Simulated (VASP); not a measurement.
# Si2Ni (Fm-3m) in VASP: single point with PBE

Aim: the single point of Si2Ni with PBE.

All numbers are computed with VASP 6.6.1; they aren't measurements. Logs are shortened: lines on timing, memory, paths and dates and some standing lists are left out, and cuts for length are marked.

### 1 The cell of the first run

The structure is cubic, space group Fm-3m (No. 225). Conventional cell: a = 5.446 Å, b = 5.446 Å, c = 5.446 Å, α = 90.00°, β = 90.00°, γ = 90.00°. Si (site symmetry -43m) has 4 Ni at 2.36 Å and 6 Si at 2.72 Å within 3.1 Å. Ni (site symmetry m-3m) has 8 Si at 2.36 Å within 3.1 Å.

### 2 Single point, PBE

Contents of INCAR:

```
PREC = Accurate
ENCUT = 600
EDIFF = 1E-6
ISMEAR = 0
SIGMA = 0.1
LREAL = F
LASPH = T
NELM = 120
ALGO = Normal
ISIF = 2
LWAVE = F
LCHARG = F
GGA = PE
NBANDS = 16
GGA_COMPAT = F
```

Contents of KPOINTS:

```
regular mesh
0
Gamma
  14 14 14
```

Contents of POSCAR:

```
Si2Ni
1.0
    0.0000000000      2.7232276002      2.7232276002
    2.7232276002      0.0000000000      2.7232276002
    2.7232276002      2.7232276002      0.0000000000
Si Ni
2 1
Direct
    0.2500000000      0.2500000000      0.2500000000
    0.7500000000      0.7500000000      0.7500000000
    0.0000000000      0.0000000000      0.0000000000
```

Potentials or basis: VASP PAW PBE potentials, release 64 (Si, Ni).

On the command line:

```sh
> cat potpaw_PBE.64/Si/POTCAR potpaw_PBE.64/Ni/POTCAR > POTCAR
> mpirun -np 1 vasp_std > vasp.out
```

OUTCAR:

```text
PREC = Accurate
   ENCUT = 600
   EDIFF = 1E-6
   ISMEAR = 0
   LREAL = F
   LASPH = T
   NELM = 120
   ISIF = 2
   GGA = PE

 ion  position               nearest neighbor table
   1  0.250  0.250  0.250-   3 2.36   3 2.36   3 2.36   3 2.36   2 2.72   2 2.72   2 2.72   2 2.72
                             2 2.72   2 2.72
   2  0.750  0.750  0.750-   3 2.36   3 2.36   3 2.36   3 2.36   1 2.72   1 2.72   1 2.72   1 2.72
                             1 2.72   1 2.72
   3  0.000  0.000  0.000-   2 2.36   2 2.36   2 2.36   1 2.36   2 2.36   1 2.36   1 2.36   1 2.36

  LATTYP: Found a face centered cubic cell.
 ALAT       =     5.4464552004

  Lattice vectors:

 A1 = (   0.0000000000,   2.7232276002,   2.7232276002)
 A2 = (   2.7232276002,   0.0000000000,   2.7232276002)
 A3 = (   2.7232276002,   2.7232276002,   0.0000000000)

Analysis of symmetry for initial positions (statically):
=====================================================================
 Subroutine PRICEL returns:
 Original cell was already a primitive cell.

 Routine SETGRP: Setting up the symmetry group for a
 face centered cubic supercell.

 Subroutine GETGRP returns: Found 48 space group operations
 (whereof 48 operations were pure point group operations)
 out of a pool of 48 trial point group operations.

The static configuration has the point symmetry O_h .

Analysis of symmetry for dynamics (positions and initial velocities):
=====================================================================
 Subroutine PRICEL returns:
 Original cell was already a primitive cell.

 Routine SETGRP: Setting up the symmetry group for a
 face centered cubic supercell.

 Subroutine GETGRP returns: Found 48 space group operations
 (whereof 48 operations were pure point group operations)
 out of a pool of 48 trial point group operations.

The dynamic configuration has the point symmetry O_h .

 Subroutine INISYM returns: Found 48 space group operations
 (whereof 48 operations are pure point group operations),
 and found     1 'primitive' translations

----------------------------------------------------------------------------------------

                                     Primitive cell

  volume of cell :      40.3907

  direct lattice vectors                    reciprocal lattice vectors
     0.000000000  2.723227600  2.723227600    -0.183605660  0.183605660  0.183605660
     2.723227600  0.000000000  2.723227600     0.183605660 -0.183605660  0.183605660
     2.723227600  2.723227600  0.000000000     0.183605660  0.183605660 -0.183605660

  length of vectors
     3.851225406  3.851225406  3.851225406     0.318014331  0.318014331  0.318014331

  position of ions in fractional coordinates (direct lattice)
     0.250000000  0.250000000  0.250000000
     0.750000000  0.750000000  0.750000000
     0.000000000  0.000000000  0.000000000

  ion indices of the primitive-cell ions
   primitive index   ion index
                 1           1
                 2           2
                 3           3

----------------------------------------------------------------------------------------

 KPOINTS: regular mesh

Automatic generation of k-mesh.
 Grid dimensions read from file:
 generate k-points for:   14   14   14

 Generating k-lattice:

  Cartesian coordinates                     Fractional coordinates (reciprocal lattice)
    -0.013114690  0.013114690  0.013114690     0.071428571  0.000000000  0.000000000
     0.013114690 -0.013114690  0.013114690     0.000000000  0.071428571  0.000000000
     0.013114690  0.013114690 -0.013114690     0.000000000  0.000000000  0.071428571

  Length of vectors
     0.022715309  0.022715309  0.022715309

  Shift w.r.t. Gamma in fractional coordinates (k-lattice)
     0.000000000  0.000000000  0.000000000

 Subroutine IBZKPT returns following result:
 ===========================================

 Found    104 irreducible k-points:

 Following reciprocal coordinates:
            Coordinates               Weight
  0.000000  0.000000  0.000000      1.000000
  0.071429  0.000000  0.000000      8.000000
  0.142857  0.000000  0.000000      8.000000
  0.214286  0.000000  0.000000      8.000000
  0.285714  0.000000  0.000000      8.000000
  0.357143  0.000000  0.000000      8.000000
[... 16 lines left out ...]
  0.214286  0.142857  0.000000     24.000000
  0.285714  0.142857  0.000000     24.000000
 [... further k-points ...]
   k-points           NKPTS =    104   k-points in BZ     NKDIM =    104   number of bands    NBANDS=     16
   number of dos      NEDOS =    301   number of ions     NIONS =      3
   total plane-waves  NPLWV =  32768
   dimension x,y,z NGX =    32 NGY =   32 NGZ =   32
   dimension x,y,z NGXF=    64 NGYF=   64 NGZF=   64
   ions per type =               2   1
   NGX,Y,Z   is equivalent  to a cutoff of  13.81, 13.81, 13.81 a.u.
   NGXF,Y,Z  is equivalent  to a cutoff of  27.63, 27.63, 27.63 a.u.
 SYSTEM =  unknown system
   PREC   = accura    normal or accurate (medium, high low for compatibility)
   ISTART =      0    job   : 0-new  1-cont  2-samecut
   ICHARG =      2    charge: 1-file 2-atom 10-const
   ISPIN  =      1    spin polarized calculation?
   LNONCOLLINEAR =      F non collinear calculations
   LSORBIT =      F    spin-orbit coupling
   LASPH  =      T    aspherical Exc in radial PAW
   ENCUT  =  600.0 eV  44.10 Ry    6.64 a.u.   7.69  7.69  7.69*2*pi/ulx,y,z
   NELM   =    120;   NELMIN=  2; NELMDL= -5     # of ELM steps
   EDIFF  = 0.1E-05   stopping-criterion for ELM
   LREAL  =      F    real-space projection
   EDIFFG = 0.1E-04   stopping-criterion for IOM
   NSW    =      0    number of steps for IOM
   IBRION =     -1    ionic relax: 0-MD 1-quasi-New 2-CG
   NFREE  =      0    steps in history (QN), initial steepest desc. (CG)
   ISIF   =      2    stress and relaxation
   ISYM   =      2    0-nonsym 1-usesym 2-fastsym
   POTIM  = 0.5000    time-step for ionic-motion
   TEBEG  =    0.0;   TEEND  =   0.0 temperature during run
   PSTRESS=    0.0 pullay stress
   NELECT =      18.0000    total number of electrons
   NUPDOWN=      -1.0000    fix difference up-down
   EMIN   =  10.00;   EMAX   =-10.00  energy-range for DOS
   EFERMI =   0.00;   METHOD = LEGACY
   ISMEAR =     0;   SIGMA  =   0.10  broadening in eV -4-tet -1-fermi 0-gaus
   EFERMI_NEDOS =   21; number of points for ismear=-14 and -15
   IALGO  =     38    algorithm
   IMIX   =      4    mixing-type and parameters
     AMIX     =   0.40;   BMIX     =  1.00
     AMIX_MAG =   1.60;   BMIX_MAG =  1.00
  volume/ion in A,a.u.               =      13.46        90.86
  Fermi-wavevector in a.u.,A,eV,Ry     =   1.250466  2.363037 21.274941  1.563664
  Thomas-Fermi vector in A             =   2.384458
   LORBIT       =      0    0 simple, 1 ext, 2 COOP (PROOUT), +10 PAW based schemes
   GGA     = PE    functional components
   LHFCALC =     F    Hartree Fock is set to
   AEXX    =    0.0000 exact exchange contribution
   IVDW    =     0    specifies the selected vdW correction
   LEPSILON=     F    determine dielectric tensor
   LRPA    =     F    only Hartree local field effects (RPA)
 non-spin polarized calculation
 Gauss-broadening in eV      SIGMA  =   0.10
  energy-cutoff  :      600.00
  volume of cell :       40.39
 maximum number of plane-waves:      1369
   NGX = 15   NGY = 15   NGZ = 15

 number of electron      17.9999998 magnetization

 Free energy of the ion-electron system (eV)
  ---------------------------------------------------
  ext. energy  EPLUGINS =         0.00000000
  ---------------------------------------------------
  free energy    TOTEN  =       -17.37209414 eV

  energy without entropy =      -17.36803533  energy(sigma->0) =      -17.37006473

 E-fermi :  10.1410     XC(G=0): -11.4839

 val. band max:       10.0592365554   @ k =   0.4286   0.2857   0.0000
 cond. band min:      10.1608023276   @ k =  -0.4286   0.4286   0.0714
 fundamental gap:      0.1015657722
 Fermi energy:        10.1410279083

 k-point     1 :       0.0000    0.0000    0.0000
  band No.  band energies     occupation
      1      -3.5153      2.00000
      2       5.0724      2.00000
      3       5.0724      2.00000
      4       5.0724      2.00000
      5       6.7433      2.00000
      6       6.7433      2.00000
[... 8 lines left out ...]
     15      14.8026      0.00000
     16      14.8026      0.00000

 k-point     2 :       0.0714    0.0000    0.0000
  band No.  band energies     occupation
      1      -3.4409      2.00000
      2       4.9107      2.00000
      3       5.0963      2.00000
      4       5.0963      2.00000
      5       6.7291      2.00000
      6       6.7291      2.00000
[... 8 lines left out ...]
     15      14.5161      0.00000
     16      14.6727      0.00000

 k-point     3 :       0.1429    0.0000    0.0000
  band No.  band energies     occupation
      1      -3.2186      2.00000
      2       4.4553      2.00000
      3       5.1636      2.00000
      4       5.1636      2.00000
      5       6.6954      2.00000
      6       6.6954      2.00000
[... 8 lines left out ...]
     15      14.4051      0.00000
     16      14.7462      0.00000

 k-point     4 :       0.2143    0.0000    0.0000
  band No.  band energies     occupation
      1      -2.8511      2.00000
      2       3.7631      2.00000
      3       5.2603      2.00000
      4       5.2603      2.00000
      5       6.6667      2.00000
      6       6.6667      2.00000
[... 8 lines left out ...]
     15      15.0890      0.00000
     16      15.7118      0.00000
[... 324 lines left out ...]
 k-point    22 :       0.1429    0.1429    0.0000
  band No.  band energies     occupation
      1      -3.1198      2.00000
      2       4.5100      2.00000
      3       5.1096      2.00000
      4       5.1096      2.00000
      5       6.4897      2.00000
      6       6.8143      2.00000
[... 8 lines left out ...]
     15      15.5227      0.00000
     16      15.5227      0.00000

 k-point    23 :       0.2143    0.1429    0.0000
  band No.  band energies     occupation
      1      -2.8502      2.00000
      2       4.1257      2.00000
      3       5.1514      2.00000
      4       5.1775      2.00000
      5       6.3460      2.00000
      6       6.8411      2.00000
[... 8 lines left out ...]
     15      16.2015      0.00000
     16      16.2918      0.00000

 k-point    24 :       0.2857    0.1429    0.0000
  band No.  band energies     occupation
      1      -2.4381      2.00000
      2       3.4960      2.00000
      3       5.2270      2.00000
      4       5.2727      2.00000
      5       6.2210      2.00000
      6       6.8687      2.00000
[... 8 lines left out ...]
     15      17.1655      0.00000
     16      17.3778      0.00000

 [... further k-points ...]

------------------------ aborting loop because EDIFF is reached ----------------------------------------

  FORCE on cell =-STRESS in cart. coord.  units (eV):
  Direction    XX          YY          ZZ          XY          YZ          ZX
  --------------------------------------------------------------------------------------
  -------------------------------------------------------------------------------------
  Total       -0.0337886     -0.0337886     -0.0337886      0.0000000      0.0000000     -0.0000000
  in kB       -1.3402910     -1.3402910     -1.3402910      0.0000000      0.0000000     -0.0000000
  external PRESSURE =      -1.3402910 kB  Pullay stress =       0.0000000 kB

 VOLUME and BASIS-vectors are now :
 -----------------------------------------------------------------------------
  energy-cutoff  :      600.00
  volume of cell :       40.39
      direct lattice vectors                 reciprocal lattice vectors
     0.000000000  2.723227600  2.723227600    -0.183605660  0.183605660  0.183605660
     2.723227600  0.000000000  2.723227600     0.183605660 -0.183605660  0.183605660
     2.723227600  2.723227600  0.000000000     0.183605660  0.183605660 -0.183605660

 POSITION                                       TOTAL-FORCE (eV/Angst)
 -----------------------------------------------------------------------------------
      1.36161      1.36161      1.36161        -0.000000     -0.000000     -0.000000
      4.08484      4.08484      4.08484         0.000000      0.000000      0.000000
      0.00000      0.00000      0.00000         0.000000      0.000000     -0.000000
 -----------------------------------------------------------------------------------
    total drift:                                0.000000     -0.000000      0.000000

  FREE ENERGIE OF THE ION-ELECTRON SYSTEM (eV)
  ---------------------------------------------------
  free  energy   TOTEN  =       -17.3720941354 eV

  energy  without entropy=      -17.3680353296  energy(sigma->0) =      -17.37006473
```

It took 1.7 min on 1 thread of Intel Xeon 8259CL, shared host; peak memory 0.23 GiB.

What came out:

```yaml
Free_energy: -17.3721 eV
Pressure: -0.1 GPa
Band_gap_on_the_k_mesh: zero (bands 9 and 10 overlap by 2.14 eV)
```

Levels at points of the mesh, in eV from the Fermi level:
```tsv
k point	band 7	band 8	band 9	band 10	band 11	band 12
(0.00, 0.00, 0.00)	-0.49	1.66	1.66	1.66	2.31	2.31
(0.50, 0.00, 0.00)	-3.22	-1.40	-1.40	1.74	1.78	1.78
(0.50, 0.50, 0.00)	-3.49	-3.33	-3.01	-0.46	1.45	7.73
```
